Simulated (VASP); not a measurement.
The system is ZnSe.

```
Zn Se
1.0
     0.00000    2.83244    2.83244
     2.83244    0.00000    2.83244
     2.83244    2.83244    0.00000
Zn Se
1 1
Direct
  0.00000 0.00000 0.00000
  0.75000 0.75000 0.75000
```

```yaml
Program: VASP 6.6.1
Task: relaxation of cell and atoms
Functional: PBE
Potentials_or_basis: VASP PAW PBE potentials, release 64 (Zn, Se)
Cutoff: 600 eV
k_mesh: 8 × 8 × 8
Occupations: gaussian, width 0.02 eV
Spin: no spin polarisation
```

At the start: pressure 2.4 GPa; volume 22.72 Å³/atom.

Task: Where does the relaxation end?

Result: Over 5 steps the energy falls by 6.6 meV/atom and the volume is 23.65 Å³/atom (+4.1 %); space group F-43m (No. 216, to 0.05 Å).

The path:
```csv
step,energy change (eV),largest force (eV/Å),pressure (GPa),volume (Å³)
1,0.0000,0.0000,2.43,45.45
2,-0.0123,0.0000,-0.57,47.75
3,-0.0132,0.0000,0.11,47.25
4,-0.0131,0.0000,-0.06,47.33
5,-0.0132,0.0000,-0.02,47.29
```

Final structure:
```
CELL_PARAMETERS angstrom
0.00000 2.87028 2.87028
2.87028 0.00000 2.87028
2.87028 2.87028 0.00000
ATOMIC_POSITIONS crystal
Zn 0.00000 0.00000 0.00000
Se 0.75000 0.75000 0.75000
```
